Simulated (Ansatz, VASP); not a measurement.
Ir: VASP beside Ansatz

```
Ir
1.0
     0.00000    0.00000   -4.45599
    -4.12112   -2.37933    0.00000
     0.00000    4.75866    0.00000
Ir
6
Direct
  0.25000 0.33333 0.33333
  0.25000 0.66667 0.00000
  0.25000 0.00000 0.66667
  0.75000 0.66667 0.66667
  0.75000 0.00000 0.33333
  0.75000 0.33333 0.00000
```

Alike in both runs: functional PBE; k mesh 8 × 9 × 9; occupations gaussian, width 0.1 eV; no spin polarisation.

Ansatz relaxed the structure, and its values are those at the end. VASP's run is a single point on that final structure, the one shown.

|  | VASP | Ansatz |
| --- | --- | --- |
| version | VASP 6.6.1 | Ansatz 0.2.0 |
| potentials or method | VASP PAW PBE potentials, release 64 (Ir), cutoff 520 eV | scalar-relativistic, plane waves, PAW |
| valence electrons in the cell | 54 | 102 |

Ansatz gave:

```
gap on the k mesh at the Fermi level (eV) : none
pressure (GPa)                            : 0.0
```

**Question.** Estimate VASP's values.

**Answer.** gap on the k mesh at the Fermi level (eV): none; pressure (GPa): 0.5.

A gap of «none» marks a metal or a gap that the smearing closes. VASP's potentials hold 54 valence electrons a cell and Ansatz's 102, so a difference there can come from the potentials and not from the codes.

Spin-orbit coupling is off throughout.
